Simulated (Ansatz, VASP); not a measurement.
**Au in VASP and in Ansatz**

```
Au
1.0
     0.10633    2.10002    2.10002
     2.10002    0.10633    2.10002
     2.10002    2.10002    0.10633
Au
1
Direct
  0.00000 0.00000 0.00000
```

Alike in both runs: task single point; functional PBE; k mesh 22 × 22 × 22; occupations gaussian, width 0.15 eV; no spin polarisation.

|  | VASP | Ansatz |
| --- | --- | --- |
| version | VASP 6.6.1 | Ansatz 0.2.0 |
| potentials or method | VASP PAW PBE potentials, release 64 (Au), cutoff 520 eV | scalar-relativistic, plane waves, PAW |
| valence electrons in the cell | 11 | 19 |

Ansatz gave:

* gap on the k mesh at the Fermi level (eV): none
* pressure (GPa): 8.9
* traceless stress, the component that is largest in VASP (GPa): -2.25

Estimate VASP's values.

gap on the k mesh at the Fermi level (eV): none; pressure (GPa): 8.6; traceless stress, the component that is largest in VASP (GPa): -2.24.

A gap of «none» marks a metal or a gap that the smearing closes. VASP's potentials hold 11 valence electrons a cell and Ansatz's 19, so a difference there can come from the potentials and not from the codes.

Neither program's run includes spin-orbit coupling.
